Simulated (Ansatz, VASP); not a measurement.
## Hg: VASP beside Ansatz

The input INCAR:

```
SYSTEM = Hg
ALGO     = Fast           ! electronic algorithm
EDIFF    = 1E-6           ! SCF threshold, eV
ENCUT    = 520            ! plane-wave cutoff, eV
GGA      = PS             ! functional
ISIF     = 2              ! what is computed and relaxed
ISMEAR   = 0              ! smearing method
IVDW     = 12             ! dispersion correction
LASPH    = .TRUE.         ! aspherical terms in the spheres
LCHARG   = .FALSE.        ! write CHGCAR
LREAL    = .FALSE.        ! projectors in reciprocal space
LWAVE    = .FALSE.        ! write WAVECAR
NBANDS   = 19             ! bands
NELM     = 100            ! most SCF steps
PREC     = Accurate       ! precision mode
SIGMA    = 0.15           ! smearing width, eV
```

KPOINTS

```
k-points
0
G
  18 18 10
  0 0 0
```

The input POSCAR:

```
Hg
1.0
    3.0709020420      0.0000000000      0.0000000000
   -1.5354510210      2.6594791809      0.0000000000
    0.0000000000      0.0000000000      5.3329284861
Hg
2
Direct
    0.6666666667      0.3333333333      0.7500000000
    0.3333333333      0.6666666667      0.2500000000
```

Input for Ansatz:

```yaml
crystal:
  lattice:
    - [3.070902042, 0.0, 0.0]
    - [-1.535451021, 2.6594791809, 0.0]
    - [0.0, 0.0, 5.3329284861]
  atoms:
    - { symbol: Hg, position: [0.6666666667, 0.3333333333, 0.75] }
    - { symbol: Hg, position: [0.3333333333, 0.6666666667, 0.25] }
basis:
  ecutwfc: 420
kpoints:
  mp_grid: { grid: [18, 18, 10] }
hamiltonian:
  xc: pbesol
  dispersion: d3bj
scf:
  occupations: { method: gaussian, width: 0.15 }
output:
  forces: true
  stress: true
  eigenvalues: true
```

Alike in both runs: task single point; functional PBEsol; dispersion D3(BJ); k mesh 18 × 18 × 10; occupations gaussian, width 0.15 eV; no spin polarisation.

|  | VASP | Ansatz |
| --- | --- | --- |
| version | VASP 6.6.1 | Ansatz 0.2.0 |
| potentials or method | VASP PAW PBE potentials, release 64 (Hg), cutoff 520 eV | scalar-relativistic, plane waves, PAW |
| valence electrons in the cell | 24 | 40 |

```tsv
	VASP	Ansatz	Ansatz less VASP
gap on the k mesh at the Fermi level (eV)	none	none	-
pressure (GPa)	0.5	-0.1	-0.57
traceless stress, the component that is largest in VASP (GPa)	-0.23	-0.11	+0.115
```

VASP's potentials were made for PBE, not for PBEsol. A gap of «none» marks a metal or a gap that the smearing closes. VASP's potentials hold 24 valence electrons a cell and Ansatz's 40, so a difference there can come from the potentials and not from the codes.

Spin-orbit coupling is off throughout.
